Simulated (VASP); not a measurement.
# C (Cmme) in VASP: further runs, part 2 of 2

VASP 6.6.1. Earlier steps stand in the parts before.

## (4) Single point, PBE (11.47 Å³/atom)

INCAR

```
SYSTEM = C
PREC = Accurate ; ENCUT = 520
EDIFF = 1E-7 ; ISMEAR = 0
SIGMA = 0.15 ; LREAL = .FALSE.
LASPH = .TRUE. ; NELM = 80
ALGO = Normal ; ISIF = 2
LWAVE = .FALSE. ; LCHARG = .TRUE.
GGA = PE ; LELF = .TRUE.
LVHAR = .TRUE. ; NBANDS = 16
```

KPOINTS

```
Automatic mesh
0
G
  21 21 6
  0 0 0
```

POSCAR

```
C
1.0
    1.1901441232     -2.1744070116      0.0000000000
    1.1901441232      2.1744070116      0.0000000000
    0.0000000000      0.0000000000      8.8633955752
C
4
Direct
    0.0833329406      0.9166670594      0.7503043452
    0.5833329406      0.4166670594      0.2496956548
    0.9166670594      0.0833329406      0.2496956548
    0.4166670594      0.5833329406      0.7503043452
```

Potentials or basis: VASP PAW PBE potentials, release 64 (C).

Started as:

```
$ cat potpaw_PBE.64/C/POTCAR > POTCAR
$ mpirun -np 1 vasp_std > vasp.out
```

OUTCAR:

```text
SYSTEM = C
   PREC = Accurate
   ENCUT = 520
   EDIFF = 1E-7
   ISMEAR = 0
   LREAL = .FALSE.
   LASPH = .TRUE.
   NELM = 80
   ISIF = 2
   GGA = PE

 ion  position               nearest neighbor table
   1  0.083  0.917  0.750-   4 1.39   4 1.39   4 1.45
   2  0.583  0.417  0.250-   3 1.39   3 1.39   3 1.45
   3  0.917  0.083  0.250-   2 1.39   2 1.39   2 1.45
   4  0.417  0.583  0.750-   1 1.39   1 1.39   1 1.45

  LATTYP: Found a base centered orthorhombic cell.
 ALAT       =     2.3802882464
 B/A-ratio  =     1.8270115100
 C/A-ratio  =     3.7236648077

  Lattice vectors:

 A1 = (   1.1901441232,  -2.1744070116,   0.0000000000)
 A2 = (   1.1901441232,   2.1744070116,   0.0000000000)
 A3 = (   0.0000000000,   0.0000000000,   8.8633955752)

Analysis of symmetry for initial positions (statically):
=====================================================================
 Subroutine PRICEL returns:
 Original cell was already a primitive cell.

 Routine SETGRP: Setting up the symmetry group for a
 base centered orthorhombic supercell.

 Subroutine GETGRP returns: Found  8 space group operations
 (whereof  4 operations were pure point group operations)
 out of a pool of  8 trial point group operations.

The static configuration has the point symmetry C_2h.
 The point group associated with its full space group is D_2h.

Analysis of symmetry for dynamics (positions and initial velocities):
=====================================================================
 Subroutine PRICEL returns:
 Original cell was already a primitive cell.

 Routine SETGRP: Setting up the symmetry group for a
 base centered orthorhombic supercell.

 Subroutine GETGRP returns: Found  8 space group operations
 (whereof  4 operations were pure point group operations)
 out of a pool of  8 trial point group operations.

The dynamic configuration has the point symmetry C_2h.
 The point group associated with its full space group is D_2h.

 Subroutine INISYM returns: Found  8 space group operations
 (whereof  4 operations are pure point group operations),
 and found     1 'primitive' translations

----------------------------------------------------------------------------------------

                                     Primitive cell

  volume of cell :      45.8744

  direct lattice vectors                    reciprocal lattice vectors
     1.190144123 -2.174407012  0.000000000     0.420117186 -0.229947750  0.000000000
     1.190144123  2.174407012  0.000000000     0.420117186  0.229947750  0.000000000
     0.000000000  0.000000000  8.863395575     0.000000000  0.000000000  0.112823578

  length of vectors
     2.478807957  2.478807957  8.863395575     0.478930494  0.478930494  0.112823578

  position of ions in fractional coordinates (direct lattice)
     0.083332941  0.916667059  0.750304345
     0.583332941  0.416667059  0.249695655
     0.916667059  0.083332941  0.249695655
     0.416667059  0.583332941  0.750304345

  ion indices of the primitive-cell ions
   primitive index   ion index
                 1           1
                 2           2
                 3           3
                 4           4

[... 26 lines left out ...]
 Following reciprocal coordinates:
            Coordinates               Weight
  0.000000  0.000000  0.000000      1.000000
  0.047619  0.000000  0.000000      4.000000
  0.095238  0.000000  0.000000      4.000000
  0.142857  0.000000  0.000000      4.000000
  0.190476  0.000000  0.000000      4.000000
  0.238095 -0.000000  0.000000      4.000000
[... 16 lines left out ...]
 -0.428571  0.047619  0.000000      4.000000
 -0.380952  0.047619  0.000000      4.000000
 [... further k-points ...]
   k-points           NKPTS =    484   k-points in BZ     NKDIM =    484   number of bands    NBANDS=     16
   number of dos      NEDOS =    301   number of ions     NIONS =      4
   total plane-waves  NPLWV =  22680
   dimension x,y,z NGX =    18 NGY =   18 NGZ =   70
   dimension x,y,z NGXF=    36 NGYF=   36 NGZF=  140
   ions per type =               4
   NGX,Y,Z   is equivalent  to a cutoff of  12.07, 12.07, 13.13 a.u.
   NGXF,Y,Z  is equivalent  to a cutoff of  24.14, 24.14, 26.26 a.u.
 SYSTEM =  C
   PREC   = accura    normal or accurate (medium, high low for compatibility)
   ISTART =      0    job   : 0-new  1-cont  2-samecut
   ICHARG =      2    charge: 1-file 2-atom 10-const
   ISPIN  =      1    spin polarized calculation?
   LNONCOLLINEAR =      F non collinear calculations
   LSORBIT =      F    spin-orbit coupling
   LASPH  =      T    aspherical Exc in radial PAW
   ENCUT  =  520.0 eV  38.22 Ry    6.18 a.u.   4.61  4.61 16.48*2*pi/ulx,y,z
   NELM   =     80;   NELMIN=  2; NELMDL= -5     # of ELM steps
   EDIFF  = 0.1E-06   stopping-criterion for ELM
   LREAL  =      F    real-space projection
   EDIFFG = 0.1E-05   stopping-criterion for IOM
   NSW    =      0    number of steps for IOM
   IBRION =     -1    ionic relax: 0-MD 1-quasi-New 2-CG
   NFREE  =      0    steps in history (QN), initial steepest desc. (CG)
   ISIF   =      2    stress and relaxation
   ISYM   =      2    0-nonsym 1-usesym 2-fastsym
   POTIM  = 0.5000    time-step for ionic-motion
   TEBEG  =    0.0;   TEEND  =   0.0 temperature during run
   PSTRESS=    0.0 pullay stress
   NELECT =      16.0000    total number of electrons
   NUPDOWN=      -1.0000    fix difference up-down
   EMIN   =  10.00;   EMAX   =-10.00  energy-range for DOS
   EFERMI =   0.00;   METHOD = LEGACY
   ISMEAR =     0;   SIGMA  =   0.15  broadening in eV -4-tet -1-fermi 0-gaus
   EFERMI_NEDOS =   21; number of points for ismear=-14 and -15
   IALGO  =     38    algorithm
   IMIX   =      4    mixing-type and parameters
     AMIX     =   0.40;   BMIX     =  1.00
     AMIX_MAG =   1.60;   BMIX_MAG =  1.00
  volume/ion in A,a.u.               =      11.47        77.39
  Fermi-wavevector in a.u.,A,eV,Ry     =   1.152368  2.177660 18.067895  1.327953
  Thomas-Fermi vector in A             =   2.289020
   LORBIT       =      0    0 simple, 1 ext, 2 COOP (PROOUT), +10 PAW based schemes
   GGA     = PE    functional components
   LHFCALC =     F    Hartree Fock is set to
   AEXX    =    0.0000 exact exchange contribution
   IVDW    =     0    specifies the selected vdW correction
   LEPSILON=     F    determine dielectric tensor
   LRPA    =     F    only Hartree local field effects (RPA)
 non-spin polarized calculation
 Gauss-broadening in eV      SIGMA  =   0.15
  energy-cutoff  :      520.00
  volume of cell :       45.87
 maximum number of plane-waves:      1260
   NGX =  9   NGY =  9   NGZ = 33

 number of electron      16.0000002 magnetization

 Free energy of the ion-electron system (eV)
  ---------------------------------------------------
  ext. energy  EPLUGINS =         0.00000000
  ---------------------------------------------------
  free energy    TOTEN  =       -36.73654357 eV

  energy without entropy =      -36.73652767  energy(sigma->0) =      -36.73653562

 E-fermi :   2.6985     XC(G=0):  -8.5241

 val. band max:        2.4266856816   @ k =   0.3333   0.3333   0.0000
 cond. band min:       3.0008684395   @ k =   0.3333   0.3333   0.0000
 fundamental gap:      0.5741827580
 Fermi energy:         2.6984637727

 k-point     1 :       0.0000    0.0000    0.0000
  band No.  band energies     occupation
      1     -17.0807      2.00000
      2     -17.0572      2.00000
      3      -5.3062      2.00000
      4      -4.9429      2.00000
      5      -0.5228      2.00000
      6      -0.5210      2.00000
[... 433 lines left out ...]
      3      -7.4269      2.00000
      4      -7.4187      2.00000
      5      -3.8218      2.00000
      6      -3.8199      2.00000
[... 8 lines left out ...]
     15      15.8347      0.00000
     16      18.0027      0.00000

 [... further k-points ...]

------------------------ aborting loop because EDIFF is reached ----------------------------------------

  FORCE on cell =-STRESS in cart. coord.  units (eV):
  Direction    XX          YY          ZZ          XY          YZ          ZX
  --------------------------------------------------------------------------------------
  -------------------------------------------------------------------------------------
  Total        8.3187656     -2.5969418     -0.0212932      0.0000000      0.0000000      0.0000000
  in kB      290.5353254    -90.6989533     -0.7436695      0.0000000      0.0000000      0.0000000
  external PRESSURE =      66.3642342 kB  Pullay stress =       0.0000000 kB

 VOLUME and BASIS-vectors are now :
 -----------------------------------------------------------------------------
  energy-cutoff  :      520.00
  volume of cell :       45.87
      direct lattice vectors                 reciprocal lattice vectors
     1.190144123 -2.174407012  0.000000000     0.420117186 -0.229947750  0.000000000
     1.190144123  2.174407012  0.000000000     0.420117186  0.229947750  0.000000000
     0.000000000  0.000000000  8.863395575     0.000000000  0.000000000  0.112823578

 POSITION                                       TOTAL-FORCE (eV/Angst)
 -----------------------------------------------------------------------------------
      1.19014      1.81201      6.65024         0.000000     -0.637326     -0.000073
      1.19014     -0.36240      2.21315         0.000000     -0.637326      0.000073
      1.19014     -1.81201      2.21315         0.000000      0.637326      0.000073
      1.19014      0.36240      6.65024         0.000000      0.637326     -0.000073
 -----------------------------------------------------------------------------------
    total drift:                               -0.000000     -0.000000      0.000000

  FREE ENERGIE OF THE ION-ELECTRON SYSTEM (eV)
  ---------------------------------------------------
  free  energy   TOTEN  =       -36.7365435709 eV

  energy  without entropy=      -36.7365276726  energy(sigma->0) =      -36.73653562
```

stdout:

```text
POSCAR found type information on POSCAR C
 POSCAR found :  1 types and       4 ions
 scaLAPACK will be used
 LDA part: xc-table for (Slater+PW92), standard interpolation
 POSCAR, INCAR and KPOINTS ok, starting setup
 FFT: planning ... GRIDC
 FFT: planning ... GRID_SOFT
 FFT: planning ... GRID
 WAVECAR not read
 entering main loop
```

Wall time 3.6 min (1 thread of AMD EPYC 9R45 (Zen 5), shared host); peak memory 0.32 GiB.

Results:

```
Free energy   : -36.7365 eV
Pressure      : 6.6 GPa
Largest force : 0.637 eV/Å
```

Forces on the atoms (eV/Å):
```
C    0.000 -0.637  0.000
C    0.000 -0.637  0.000
C    0.000  0.637  0.000
C    0.000  0.637  0.000
```

Caveat: the cell stands under pressure; this functional lacks dispersion, which binds the layers, so the pressure and a relaxed spacing across them are unreliable.

## (5) Overview

| cell | pressure (GPa) | largest force (eV/Å) |
| --- | --- | --- |
| a = 2.486, b = 2.486, c = 8.943 Å, angles 90.0, 90.0, 123.9°, 4 atoms | 10.3 | 1.00 |
| a = 2.453, b = 2.453, c = 8.477 Å, angles 90.0, 90.0, 115.9°, 4 atoms | -6.6 | 0.84 |
| a = 2.479, b = 2.479, c = 8.863 Å, angles 90.0, 90.0, 122.6°, 4 atoms | 6.6 | 0.64 |

Alike in all rows: task single point; level PBE; potentials or basis VASP PAW PBE potentials, release 64 (C); no spin polarisation; k mesh 21 × 21 × 6; cutoff (eV) 520; smearing gaussian 0.15 eV.

Caveats: this functional lacks dispersion, which binds the layers, so the pressure and a relaxed spacing across them are unreliable; the cell stands under pressure (at least some runs); forces of over 1 eV/Å act on the atoms, so gaps and moduli don't describe the material at rest (at least some runs); the cell stands under tension (at least some runs).

Total energies depend on the potentials used, so only differences within one code and one set of settings carry meaning.
